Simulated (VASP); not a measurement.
Runs of VASP 6.6.1 on Pt. The structure is that of space group I4/mmm (No. 139), or close to it. The cells are those of the table. 

```csv
cell,further INCAR settings,gap on the mesh (eV),pressure (GPa)
"a = 2.737, b = 2.737, c = 3.276 Å, angles 53.2, 53.2, 73.5°, 1 atom",ALGO = Fast; EDIFF = 1e-07; NBANDS = 11,none,1.8
"a = 2.775, b = 2.775, c = 2.880 Å, angles 58.7, 58.7, 62.5°, 1 atom",ALGO = Fast; EDIFF = 1e-06; NBANDS = 11,none,(a)
"a = 2.752, b = 2.752, c = 2.955 Å, angles 57.5, 57.5, 65.0°, 1 atom",ALGO = Fast; EDIFF = 1e-06; NBANDS = 11,none,0.9
"a = 2.898, b = 2.898, c = 2.666 Å, angles 62.6, 62.6, 54.8°, 1 atom",ALGO = Fast; EDIFF = 1e-06; NBANDS = 11,none,2.9
```

Alike in all rows: task single point; level PBE; potentials or basis VASP PAW PBE potentials, release 64 (Pt); no spin polarisation; k mesh 22 × 22 × 22; cutoff (eV) 520; smearing gaussian 0.15 eV.

Problem. Estimate the missing entries.

Solution. (a) 0.1.

Caveats: spin-orbit coupling is left out, which moves the levels of the heavy elements.

A k mesh can miss the band edges, and the runs leave out spin-orbit coupling on Pt.

A gap of «none» marks levels without a gap at the run's occupations.
